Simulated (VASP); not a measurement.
# ZrC (Fm-3m) in VASP: relaxation of cell and atoms with revPBE

Aim: the relaxation of cell and atoms of ZrC with revPBE.

Program: VASP 6.6.1. These are calculated values, not measurements. Logs are shortened: lines on timing, memory, paths and dates and some standing lists are left out, and cuts for length are marked.

## 1. The cell of the first run

It takes space group Fm-3m (No. 225, cubic). Conventional cell: a = 4.730 Å, b = 4.730 Å, c = 4.730 Å, α = 90.00°, β = 90.00°, γ = 90.00°. Within 3.1 Å of Zr (site symmetry m-3m) lie 6 C at 2.37 Å. Within 3.1 Å of C (site symmetry m-3m) lie 6 Zr at 2.37 Å.

## 2. Relaxation of cell and atoms, revPBE

File INCAR:

```
PREC = Accurate ; ENCUT = 600
EDIFF = 1E-7 ; ISMEAR = -1
SIGMA = 0.05 ; LREAL = F
LASPH = T ; NELM = 120
ALGO = Normal ; ISIF = 3
LWAVE = F ; LCHARG = F
GGA = RE ; IBRION = 2
NSW = 80 ; EDIFFG = -0.01
GGA_COMPAT = F ; NELMIN = 4
```

File KPOINTS:

```
regular mesh
0
Gamma
  10 10 10
```

File POSCAR:

```
ZrC
1.0
    0.0000000000      2.3650000000      2.3650000000
    2.3650000000      0.0000000000      2.3650000000
    2.3650000000      2.3650000000      0.0000000000
Zr C
1 1
Direct
    0.5000000000      0.5000000000      0.5000000000
    0.0000000000      0.0000000000      0.0000000000
```

Potentials or basis: VASP PAW PBE potentials, release 64 (Zr_sv, C).

Command:

```
> cat potpaw_PBE.64/Zr_sv/POTCAR potpaw_PBE.64/C/POTCAR > POTCAR
> mpirun -np 1 vasp_std > vasp.out
```

OUTCAR:

```text
PREC = Accurate
   ENCUT = 600
   EDIFF = 1E-7
   ISMEAR = -1
   LREAL = F
   LASPH = T
   NELM = 120
   ISIF = 3
   GGA = RE
   IBRION = 2
   NSW = 80
   EDIFFG = -0.01
   NELMIN = 4

 ion  position               nearest neighbor table
   1  0.500  0.500  0.500-   2 2.37   2 2.37   2 2.37   2 2.37   2 2.37   2 2.37
   2  0.000  0.000  0.000-   1 2.37   1 2.37   1 2.37   1 2.37   1 2.37   1 2.37

  LATTYP: Found a face centered cubic cell.
 ALAT       =     4.7300000000

  Lattice vectors:

 A1 = (   0.0000000000,   2.3650000000,   2.3650000000)
 A2 = (   2.3650000000,   0.0000000000,   2.3650000000)
 A3 = (   2.3650000000,   2.3650000000,   0.0000000000)

Analysis of symmetry for initial positions (statically):
=====================================================================
 Subroutine PRICEL returns:
 Original cell was already a primitive cell.

 Routine SETGRP: Setting up the symmetry group for a
 face centered cubic supercell.

 Subroutine GETGRP returns: Found 48 space group operations
 (whereof 48 operations were pure point group operations)
 out of a pool of 48 trial point group operations.

The static configuration has the point symmetry O_h .

Analysis of symmetry for dynamics (positions and initial velocities):
=====================================================================
 Subroutine PRICEL returns:
 Original cell was already a primitive cell.

 Routine SETGRP: Setting up the symmetry group for a
 face centered cubic supercell.

 Subroutine GETGRP returns: Found 48 space group operations
 (whereof 48 operations were pure point group operations)
 out of a pool of 48 trial point group operations.

The dynamic configuration has the point symmetry O_h .

 Subroutine INISYM returns: Found 48 space group operations
 (whereof 48 operations are pure point group operations),
 and found     1 'primitive' translations

----------------------------------------------------------------------------------------

                                     Primitive cell

  volume of cell :      26.4560

  direct lattice vectors                    reciprocal lattice vectors
     0.000000000  2.365000000  2.365000000    -0.211416490  0.211416490  0.211416490
     2.365000000  0.000000000  2.365000000     0.211416490 -0.211416490  0.211416490
     2.365000000  2.365000000  0.000000000     0.211416490  0.211416490 -0.211416490

  length of vectors
     3.344615075  3.344615075  3.344615075     0.366184103  0.366184103  0.366184103
[... 95 lines left out ...]
   EFERMI =   0.00;   METHOD = LEGACY
   ISMEAR =    -1;   SIGMA  =   0.05  broadening in eV -4-tet -1-fermi 0-gaus
   EFERMI_NEDOS =   21; number of points for ismear=-14 and -15
   IALGO  =     38    algorithm
   IMIX   =      4    mixing-type and parameters
     AMIX     =   0.40;   BMIX     =  1.00
     AMIX_MAG =   1.60;   BMIX_MAG =  1.00
  volume/ion in A,a.u.               =      13.23        89.27
  Fermi-wavevector in a.u.,A,eV,Ry     =   1.384439  2.616209 26.077880  1.916670
  Thomas-Fermi vector in A             =   2.508943
   LORBIT       =      0    0 simple, 1 ext, 2 COOP (PROOUT), +10 PAW based schemes
   GGA     = RE    functional components
   LHFCALC =     F    Hartree Fock is set to
   AEXX    =    0.0000 exact exchange contribution
   IVDW    =     0    specifies the selected vdW correction
   LEPSILON=     F    determine dielectric tensor
   LRPA    =     F    only Hartree local field effects (RPA)
 conjugate gradient relaxation of ions
 non-spin polarized calculation
  energy-cutoff  :      600.00
  volume of cell :       26.46
 maximum number of plane-waves:       903
   NGX = 13   NGY = 13   NGZ = 13

--------------------------------------- Ionic step        1  -------------------------------------------

 number of electron      16.0000000 magnetization

 Free energy of the ion-electron system (eV)
  ---------------------------------------------------
  ext. energy  EPLUGINS =         0.00000000
  ---------------------------------------------------
  free energy    TOTEN  =       -18.71888606 eV

  energy without entropy =      -18.71633112  energy(sigma->0) =      -18.71760859

------------------------ aborting loop because EDIFF is reached ----------------------------------------

  FORCE on cell =-STRESS in cart. coord.  units (eV):
  Direction    XX          YY          ZZ          XY          YZ          ZX
  --------------------------------------------------------------------------------------
  -------------------------------------------------------------------------------------
  Total       -0.0707277     -0.0707277     -0.0707277      0.0000000      0.0000000     -0.0000000
  in kB       -4.2832839     -4.2832839     -4.2832839      0.0000000      0.0000000     -0.0000000
  external PRESSURE =      -4.2832839 kB  Pullay stress =       0.0000000 kB
[... 59 lines left out ...]
--------------------------------------- Ionic step        3  -------------------------------------------

 number of electron      16.0000000 magnetization

 Free energy of the ion-electron system (eV)
  ---------------------------------------------------
  ext. energy  EPLUGINS =         0.00000000
  ---------------------------------------------------
  free energy    TOTEN  =       -18.71895986 eV

  energy without entropy =      -18.71641382  energy(sigma->0) =      -18.71768684

 E-fermi :   9.5020     XC(G=0): -11.9972

 val. band max:        9.4275835033   @ k =   0.1000   0.0000   0.0000
 cond. band min:       9.5317142515   @ k =   0.5000   0.5000   0.0000
 fundamental gap:      0.1041307482
 Fermi energy:         9.5020208268

 k-point     1 :       0.0000    0.0000    0.0000
  band No.  band energies     occupation
      1     -38.7069      2.00000
      2     -16.4267      2.00000
      3     -16.4267      2.00000
      4     -16.4267      2.00000
      5      -1.7951      2.00000
      6      10.4230      0.00000
      7      10.4230      0.00000
      8      10.4230      0.00000
      9      10.5900      0.00000
     10      10.5900      0.00000
     11      10.5900      0.00000
     12      12.2485      0.00000
[... 331 lines left out ...]
 k-point    24 :       0.4000    0.3000    0.0000
  band No.  band energies     occupation
      1     -38.6070      2.00000
      2     -16.9978      2.00000
      3     -16.6534      2.00000
      4     -16.6290      2.00000
      5      -0.3263      2.00000
      6       6.3229      2.00000
      7       7.8314      2.00000
      8       8.8620      1.99999
      9       9.6932      0.04275
     10      13.9437      0.00000
     11      14.8917      0.00000
     12      15.0053      0.00000

 [... further k-points ...]
[... 5 lines left out ...]
  --------------------------------------------------------------------------------------
  -------------------------------------------------------------------------------------
  Total        0.0015022      0.0015022      0.0015022      0.0000000      0.0000000     -0.0000000
  in kB        0.0911578      0.0911578      0.0911578      0.0000000      0.0000000     -0.0000000
  external PRESSURE =       0.0911578 kB  Pullay stress =       0.0000000 kB
[... 17 lines left out ...]
  FREE ENERGIE OF THE ION-ELECTRON SYSTEM (eV)
  ---------------------------------------------------
  free  energy   TOTEN  =       -18.7189598557 eV

  energy  without entropy=      -18.7164138213  energy(sigma->0) =      -18.71768684

 reached required accuracy - stopping structural energy minimisation
```

OSZICAR:

```text
N       E                     dE             d eps       ncg     rms          rms(c)
DAV:   1     0.114159399788E+03    0.11416E+03   -0.96772E+03  1128   0.150E+03
DAV:   2    -0.143426329892E+02   -0.12850E+03   -0.12082E+03  1280   0.350E+02
DAV:   3    -0.219820285829E+02   -0.76394E+01   -0.75155E+01  2064   0.758E+01
DAV:   4    -0.221278684193E+02   -0.14584E+00   -0.14575E+00  1312   0.789E+00
[... 28 lines left out ...]
DAV:   5    -0.187189605770E+02   -0.10546E-04   -0.34139E-05  1808   0.322E-02    0.508E-03
DAV:   6    -0.187189603690E+02    0.20796E-06   -0.31884E-07  1216   0.623E-03    0.239E-03
DAV:   7    -0.187189597686E+02    0.60047E-06   -0.13719E-07   792   0.443E-03    0.717E-04
DAV:   8    -0.187189598804E+02   -0.11187E-06   -0.25159E-08   620   0.152E-03    0.102E-04
DAV:   9    -0.187189598557E+02    0.24768E-07   -0.86604E-09   596   0.633E-04
   3 F= -.18718960E+02 E0= -.18717687E+02  d E =-.737990E-04
```

Run time: 22 s. Hardware: 1 thread of Intel Xeon 6975P-C (Granite Rapids), shared host; peak memory 0.17 GiB.

Results:

```yaml
Free_energy: -18.7190 eV
Relaxed_volume: 13.20 Å³/atom
Relaxed_cell: a = 3.342 Å, b = 3.342 Å, c = 3.342 Å, α = 60.00°, β = 60.00°, γ = 60.00°
Space_group_after_relaxing_to_0.05_Å: Fm-3m (No. 225)
Energy_gained_by_relaxing: 0.0 meV/atom
Ionic_steps: 3
Pressure_after_relaxing: 0.0 GPa
Band_gap_on_the_k_mesh: zero (band 8 reaches 10.42 eV, above the bottom of band 9 at 9.16 eV)
```

Final structure:
```cif
data_structure
_symmetry_space_group_name_H-M 'P 1'
_symmetry_Int_Tables_number 1
_cell_length_a 3.3423
_cell_length_b 3.3423
_cell_length_c 3.3423
_cell_angle_alpha 60.000
_cell_angle_beta 60.000
_cell_angle_gamma 60.000
_cell_volume 26.40
loop_
_atom_site_label
_atom_site_type_symbol
_atom_site_fract_x
_atom_site_fract_y
_atom_site_fract_z
_atom_site_occupancy
Zr1 Zr 0.50000 0.50000 0.50000 1
C1 C 0.00000 0.00000 0.00000 1
```

Levels at points of the mesh, in eV from the Fermi level:
```csv
k point,band 4,band 5,band 6,band 7,band 8,band 9,band 10,band 11,band 12
"(0.00, 0.00, 0.00)",-25.93,-11.30,0.92,0.92,0.92,1.09,1.09,1.09,2.75
"(0.50, 0.00, 0.00)",-26.00,-8.32,-5.24,-2.89,-2.89,4.41,4.41,5.23,6.44
"(0.50, 0.50, 0.00)",-26.19,-10.13,-2.10,-1.71,0.03,0.03,4.34,5.54,5.54
```

Caveat: the PAW data sets were made with another functional, which shifts forces and pressure a little.
